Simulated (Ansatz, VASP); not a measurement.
## TaBiO in VASP and in Ansatz

INCAR

```
PREC = Accurate
ENCUT = 520
EDIFF = 1E-6
ISMEAR = 0
SIGMA = 0.1
LREAL = False
LASPH = True
NELM = 150
ALGO = Normal
ISIF = 2
LWAVE = False
LCHARG = False
ISPIN = 2
MAGMOM = 1 0 0
LORBIT = 11
LMAXMIX = 4
GGA = PE
NBANDS = 27
```

The input KPOINTS:

```
regular mesh
0
Gamma
  4 4 6
```

The input POSCAR:

```
TaBiO
1.0
    4.2033949800      0.0000000000      0.0000000000
    0.0000000000      4.2033949800      0.0000000000
    0.0000000000      0.0000000000      3.1671227100
Ta Bi O
1 1 1
Direct
    0.5000000000      0.5000000000      0.5000000000
    0.0000000000      0.0000000000      0.0000000000
    0.0000000000      0.0000000000      0.5000000000
```

Input for Ansatz:

```yaml
crystal:
  lattice:
    - [4.20339498, 0.0, 0.0]
    - [0.0, 4.20339498, 0.0]
    - [0.0, 0.0, 3.16712271]
  atoms:
    - { symbol: Ta, position: [0.5, 0.5, 0.5], spin: 1.0 }
    - { symbol: Bi, position: [0.0, 0.0, 0.0] }
    - { symbol: O, position: [0.0, 0.0, 0.5] }
basis:
  ecutwfc: 420
kpoints:
  mp_grid: { grid: [4, 4, 6] }
hamiltonian:
  xc: pbe
scf:
  occupations: { method: gaussian, width: 0.1 }
  lower_state_search: "off"
output:
  forces: true
  stress: true
  eigenvalues: true
  populations: true
magnetization:
  spin_polarized: true
```

Alike in both runs: task single point; functional PBE; k mesh 4 × 4 × 6; occupations gaussian, width 0.1 eV; collinear spin.

|  | VASP | Ansatz |
| --- | --- | --- |
| version | VASP 6.6.1 | Ansatz 0.2.0 |
| potentials or method | VASP PAW PBE potentials, release 64 (Ta_pv, Bi_d, O), cutoff 520 eV | scalar-relativistic, plane waves, PAW |
| valence electrons in the cell | 32 | 34 |

```tsv
	VASP	Ansatz	Ansatz less VASP
gap on the k mesh at the Fermi level (eV)	none	none	-
net moment per atom (μB)	0.41	0.42	+0.002
size of the moment on the site where the two differ most (μB)	0.75	0.76	+0.011
```

Site moments also hang on the region over which each program counts them. A gap of «none» marks a metal or a gap that the smearing closes. VASP's potentials hold 32 valence electrons a cell and Ansatz's 34, so a difference there can come from the potentials and not from the codes.

The k mesh is coarse, so the values compare programs but aren't converged. Spin-orbit coupling is off throughout.
